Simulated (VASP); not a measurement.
# PbS in VASP: single point with PBEsol

Aim: the single point of PbS with PBEsol.

Program: VASP 6.6.1. These are calculated values, not measurements. Logs are shortened: lines on timing, memory, paths and dates and some standing lists are left out, and cuts for length are marked.

## Step 1: The cell of the first run

The cell holds a slab with vacuum, 4 atoms: a = 4.220 Å, b = 4.220 Å, c = 22.306 Å, α = 93.81°, β = 93.81°, γ = 90.05°.

## Step 2: Single point, PBEsol

Contents of INCAR:

```
SYSTEM = PbS
ALGO     = Normal         ! electronic algorithm
EDIFF    = 1E-7           ! SCF threshold, eV
ENCUT    = 520            ! plane-wave cutoff, eV
GGA      = PS             ! functional
ISIF     = 2              ! what is computed and relaxed
ISMEAR   = 0              ! smearing method
LASPH    = .True.         ! aspherical terms in the spheres
LCHARG   = .False.        ! write CHGCAR
LREAL    = .False.        ! projectors in reciprocal space
LWAVE    = .False.        ! write WAVECAR
NBANDS   = 28             ! bands
NELM     = 80             ! most SCF steps
PREC     = Accurate       ! precision mode
SIGMA    = 0.01           ! smearing width, eV
```

Contents of KPOINTS:

```
k-points
0
Gamma
  4 4 1
  0 0 0
```

Contents of POSCAR:

```
PbS
1.0
    2.9828237900     -2.9853071100      0.0000000000
    2.9828237900      2.9853071100      0.0000000000
   -2.0983282900      0.0000000000     22.2066715500
Pb S
2 2
Direct
    0.7325607200      0.7221167300      0.9356984400
    0.2778832700      0.2674392800      0.0643015600
    0.2459456800      0.2157896700      0.9443729600
    0.7842103300      0.7540543200      0.0556270400
```

Potentials or basis: VASP PAW PBE potentials, release 64 (Pb_d, S).

Run with:

```bash
> cat potpaw_PBE.64/Pb_d/POTCAR potpaw_PBE.64/S/POTCAR > POTCAR
> mpirun -np 1 vasp_std > vasp.out
```

OUTCAR:

```text
SYSTEM = PbS
   EDIFF = 1E-7
   ENCUT = 520
   GGA = PS
   ISIF = 2
   ISMEAR = 0
   LASPH = .True.
   LREAL = .False.
   NELM = 80
   PREC = Accurate

 ion  position               nearest neighbor table
   1  0.733  0.722  0.936-   4 2.66   3 2.93   3 2.99   3 2.99   3 3.05   2 4.13   2 4.13   2 4.13
                             2 4.13
   2  0.278  0.267  0.064-   3 2.66   4 2.93   4 2.99   4 2.99   4 3.05   1 4.13   1 4.13   1 4.13
                             1 4.13
   3  0.246  0.216  0.944-   2 2.66   1 2.93   1 2.99   1 2.99   1 3.05
   4  0.784  0.754  0.056-   1 2.66   2 2.93   2 2.99   2 2.99   2 3.05

  LATTYP: Found a base centered monoclinic cell.
 ALAT       =     5.9656475800
 B/A-ratio  =     1.0008325400
 C/A-ratio  =     3.7390052643
 COS(beta)  =    -0.0940718674

  Lattice vectors:

 A1 = (   2.9828237900,  -2.9853071100,   0.0000000000)
 A2 = (   2.9828237900,   2.9853071100,   0.0000000000)
 A3 = (  -2.0983282900,   0.0000000000,  22.2066715500)

Analysis of symmetry for initial positions (statically):
=====================================================================
 Subroutine PRICEL returns:
 Original cell was already a primitive cell.

 Routine SETGRP: Setting up the symmetry group for a
 base centered monoclinic supercell.

 Subroutine GETGRP returns: Found  2 space group operations
 (whereof  2 operations were pure point group operations)
 out of a pool of  4 trial point group operations.

The static configuration has the point symmetry C_2 .

Analysis of symmetry for dynamics (positions and initial velocities):
=====================================================================
 Subroutine PRICEL returns:
 Original cell was already a primitive cell.

 Routine SETGRP: Setting up the symmetry group for a
 base centered monoclinic supercell.

 Subroutine GETGRP returns: Found  2 space group operations
 (whereof  2 operations were pure point group operations)
 out of a pool of  4 trial point group operations.

The dynamic configuration has the point symmetry C_2 .

 Subroutine INISYM returns: Found  2 space group operations
 (whereof  2 operations are pure point group operations),
 and found     1 'primitive' translations

----------------------------------------------------------------------------------------

                                     Primitive cell

  volume of cell :     395.4851

  direct lattice vectors                    reciprocal lattice vectors
     2.982823790 -2.985307110  0.000000000     0.167626395 -0.167486956  0.015839168
     2.982823790  2.985307110  0.000000000     0.167626395  0.167486956  0.015839168
    -2.098328290  0.000000000 22.206671550     0.000000000  0.000000000  0.045031512

  length of vectors
     4.220106196  4.220106196 22.305587707     0.237489722  0.237489722  0.045031512

  position of ions in fractional coordinates (direct lattice)
     0.732560720  0.722116730  0.935698440
     0.277883270  0.267439280  0.064301560
     0.245945680  0.215789670  0.944372960
     0.784210330  0.754054320  0.055627040

  ion indices of the primitive-cell ions
   primitive index   ion index
                 1           1
                 2           2
                 3           3
                 4           4

----------------------------------------------------------------------------------------

 KPOINTS: k-points

Automatic generation of k-mesh.
 Grid dimensions read from file:
 generate k-points for:    4    4    1

 Generating k-lattice:

  Cartesian coordinates                     Fractional coordinates (reciprocal lattice)
     0.041906599 -0.041871739  0.003959792     0.250000000 -0.000000000  0.000000000
     0.041906599  0.041871739  0.003959792    -0.000000000  0.250000000  0.000000000
     0.000000000  0.000000000  0.045031512     0.000000000  0.000000000  1.000000000

  Length of vectors
     0.059372430  0.059372430  0.045031512

  Shift w.r.t. Gamma in fractional coordinates (k-lattice)
     0.000000000  0.000000000  0.000000000

 Subroutine IBZKPT returns following result:
 ===========================================

 Found      7 irreducible k-points:

 Following reciprocal coordinates:
            Coordinates               Weight
  0.000000  0.000000  0.000000      1.000000
  0.250000 -0.000000  0.000000      4.000000
  0.500000 -0.000000  0.000000      2.000000
  0.250000  0.250000 -0.000000      2.000000
  0.500000  0.250000 -0.000000      4.000000
 -0.250000  0.250000  0.000000      2.000000
  0.500000  0.500000 -0.000000      1.000000
   k-points           NKPTS =      7   k-points in BZ     NKDIM =      7   number of bands    NBANDS=     28
   number of dos      NEDOS =    301   number of ions     NIONS =      4
   total plane-waves  NPLWV = 172032
   dimension x,y,z NGX =    32 NGY =   32 NGZ =  168
   dimension x,y,z NGXF=    64 NGYF=   64 NGZF=  336
   ions per type =               2   2
   NGX,Y,Z   is equivalent  to a cutoff of  12.61, 12.61, 12.52 a.u.
   NGXF,Y,Z  is equivalent  to a cutoff of  25.21, 25.21, 25.04 a.u.
 SYSTEM =  PbS
   PREC   = accura    normal or accurate (medium, high low for compatibility)
   ISTART =      0    job   : 0-new  1-cont  2-samecut
   ICHARG =      2    charge: 1-file 2-atom 10-const
   ISPIN  =      1    spin polarized calculation?
   LNONCOLLINEAR =      F non collinear calculations
   LSORBIT =      F    spin-orbit coupling
   LASPH  =      T    aspherical Exc in radial PAW
   ENCUT  =  520.0 eV  38.22 Ry    6.18 a.u.   7.85  7.85 41.47*2*pi/ulx,y,z
   NELM   =     80;   NELMIN=  2; NELMDL= -5     # of ELM steps
   EDIFF  = 0.1E-06   stopping-criterion for ELM
   LREAL  =      F    real-space projection
   EDIFFG = 0.1E-05   stopping-criterion for IOM
   NSW    =      0    number of steps for IOM
   IBRION =     -1    ionic relax: 0-MD 1-quasi-New 2-CG
   NFREE  =      0    steps in history (QN), initial steepest desc. (CG)
   ISIF   =      2    stress and relaxation
   ISYM   =      2    0-nonsym 1-usesym 2-fastsym
   POTIM  = 0.5000    time-step for ionic-motion
   TEBEG  =    0.0;   TEEND  =   0.0 temperature during run
   PSTRESS=    0.0 pullay stress
   NELECT =      40.0000    total number of electrons
   NUPDOWN=      -1.0000    fix difference up-down
   EMIN   =  10.00;   EMAX   =-10.00  energy-range for DOS
   EFERMI =   0.00;   METHOD = LEGACY
   ISMEAR =     0;   SIGMA  =   0.01  broadening in eV -4-tet -1-fermi 0-gaus
   EFERMI_NEDOS =   21; number of points for ismear=-14 and -15
   IALGO  =     38    algorithm
   IMIX   =      4    mixing-type and parameters
     AMIX     =   0.40;   BMIX     =  1.00
     AMIX_MAG =   1.60;   BMIX_MAG =  1.00
  volume/ion in A,a.u.               =      98.87       667.22
  Fermi-wavevector in a.u.,A,eV,Ry     =   0.762755  1.441397  7.915795  0.581794
  Thomas-Fermi vector in A             =   1.862286
   LORBIT       =      0    0 simple, 1 ext, 2 COOP (PROOUT), +10 PAW based schemes
   GGA     = PS    functional components
   LHFCALC =     F    Hartree Fock is set to
   AEXX    =    0.0000 exact exchange contribution
   IVDW    =     0    specifies the selected vdW correction
   LEPSILON=     F    determine dielectric tensor
   LRPA    =     F    only Hartree local field effects (RPA)
 non-spin polarized calculation
 Gauss-broadening in eV      SIGMA  =   0.01
  energy-cutoff  :      520.00
  volume of cell :      395.49
 maximum number of plane-waves:     10682
   NGX = 15   NGY = 15   NGZ = 83

 number of electron      40.0000000 magnetization

 Free energy of the ion-electron system (eV)
  ---------------------------------------------------
  ext. energy  EPLUGINS =         0.00000000
  ---------------------------------------------------
  free energy    TOTEN  =       -18.52971159 eV

  energy without entropy =      -18.52971159  energy(sigma->0) =      -18.52971159

 E-fermi :  -2.2163     XC(G=0):  -3.0689

 val. band max:       -2.2610571053   @ k =   0.2500   0.2500  -0.0000
 cond. band min:      -0.1378202798   @ k =   0.5000  -0.0000   0.0000
 fundamental gap:      2.1232368255
 Fermi energy:        -2.2163129250

 k-point     1 :       0.0000    0.0000    0.0000
  band No.  band energies     occupation
      1     -18.2653      2.00000
      2     -18.1541      2.00000
      3     -18.1377      2.00000
      4     -18.1368      2.00000
      5     -18.1156      2.00000
      6     -18.1097      2.00000
[... 20 lines left out ...]
     27       3.1592      0.00000
     28       3.6030      0.00000

 k-point     2 :       0.2500   -0.0000    0.0000
  band No.  band energies     occupation
      1     -18.2330      2.00000
      2     -18.1459      2.00000
      3     -18.1368      2.00000
      4     -18.1298      2.00000
      5     -18.1242      2.00000
      6     -18.1197      2.00000
[... 20 lines left out ...]
     27       3.1194      0.00000
     28       3.2611      0.00000

 k-point     3 :       0.5000   -0.0000    0.0000
  band No.  band energies     occupation
      1     -18.1791      2.00000
      2     -18.1787      2.00000
      3     -18.1412      2.00000
      4     -18.1411      2.00000
      5     -18.1181      2.00000
      6     -18.1177      2.00000
[... 20 lines left out ...]
     27       4.0618      0.00000
     28       4.0747      0.00000

 k-point     4 :       0.2500    0.2500   -0.0000
  band No.  band energies     occupation
      1     -18.2274      2.00000
      2     -18.1734      2.00000
      3     -18.1286      2.00000
      4     -18.1260      2.00000
      5     -18.1249      2.00000
      6     -18.1100      2.00000
[... 20 lines left out ...]
     27       3.4402      0.00000
     28       3.6867      0.00000

 k-point     5 :       0.5000    0.2500   -0.0000
  band No.  band energies     occupation
      1     -18.2174      2.00000
      2     -18.2171      2.00000
      3     -18.1313      2.00000
      4     -18.1312      2.00000
      5     -18.1145      2.00000
      6     -18.1140      2.00000
[... 20 lines left out ...]
     27       4.2132      0.00000
     28       4.2196      0.00000

 k-point     6 :      -0.2500    0.2500    0.0000
  band No.  band energies     occupation
      1     -18.2274      2.00000
      2     -18.1738      2.00000
      3     -18.1285      2.00000
      4     -18.1257      2.00000
      5     -18.1255      2.00000
      6     -18.1103      2.00000
[... 20 lines left out ...]
     27       3.4265      0.00000
     28       3.7453      0.00000

 k-point     7 :       0.5000    0.5000   -0.0000
  band No.  band energies     occupation
      1     -18.2563      2.00000
      2     -18.2560      2.00000
      3     -18.1304      2.00000
      4     -18.1304      2.00000
      5     -18.1110      2.00000
      6     -18.1105      2.00000
[... 20 lines left out ...]
     27       4.4565      0.00000
     28       4.4589      0.00000

------------------------ aborting loop because EDIFF is reached ----------------------------------------

  FORCE on cell =-STRESS in cart. coord.  units (eV):
  Direction    XX          YY          ZZ          XY          YZ          ZX
  --------------------------------------------------------------------------------------
  -------------------------------------------------------------------------------------
  Total       -1.3958950     -1.3750418     -0.6967069      0.0000000      0.0000000      0.0139056
  in kB       -5.6550086     -5.5705286     -2.8224782      0.0000000      0.0000000      0.0563338
  external PRESSURE =      -4.6826718 kB  Pullay stress =       0.0000000 kB

 VOLUME and BASIS-vectors are now :
 -----------------------------------------------------------------------------
  energy-cutoff  :      520.00
  volume of cell :      395.49
      direct lattice vectors                 reciprocal lattice vectors
     2.982823790 -2.985307110  0.000000000     0.167626395 -0.167486956  0.015839168
     2.982823790  2.985307110  0.000000000     0.167626395  0.167486956  0.015839168
    -2.098328290  0.000000000 22.206671550     0.000000000  0.000000000  0.045031512

 POSITION                                       TOTAL-FORCE (eV/Angst)
 -----------------------------------------------------------------------------------
      2.37564     -0.03118     20.77875         0.000933     -0.000825      0.177171
      1.49168     -0.03118      1.42792        -0.000933     -0.000825     -0.177171
     -0.60433     -0.09002     20.97138        -0.006389      0.000825      0.058010
      4.47165     -0.09002      1.23529         0.006389      0.000825     -0.058010
 -----------------------------------------------------------------------------------
    total drift:                                0.000000      0.000279     -0.000000

  FREE ENERGIE OF THE ION-ELECTRON SYSTEM (eV)
  ---------------------------------------------------
  free  energy   TOTEN  =       -18.5297115883 eV

  energy  without entropy=      -18.5297115883  energy(sigma->0) =      -18.52971159
```

Wall time 3.3 min (1 thread of Intel Xeon 8259CL, shared host); peak memory 0.45 GiB.

What came out:

- Free energy: -18.5297 eV
- Largest force: 0.177 eV/Å
- Band gap on the k mesh: 2.12 eV, indirect (least direct gap 2.15 eV)

Forces in eV/Å, atoms in the order of the input:
```
Pb   0.001 -0.001  0.177
Pb  -0.001 -0.001 -0.177
S   -0.006  0.001  0.058
S    0.006  0.001 -0.058
```

Levels at points of the mesh, in eV from the valence-band top:
```
           k point  band 17  band 18  band 19  band 20  band 21  band 22  band 23  band 24
(0.00, 0.00, 0.00)    -2.34    -1.20    -1.20    -0.01     2.17     4.22     4.94     4.99
(0.50, 0.00, 0.00)    -0.88    -0.88    -0.03    -0.03     2.12     2.12     3.17     3.18
(0.50, 0.50, 0.00)    -2.58    -2.58    -1.24    -1.24     4.34     4.36     5.23     5.23
```

Caveat: the PAW data sets were made with another functional, which shifts forces and pressure a little; spin-orbit coupling is left out, which moves the levels of the heavy elements.
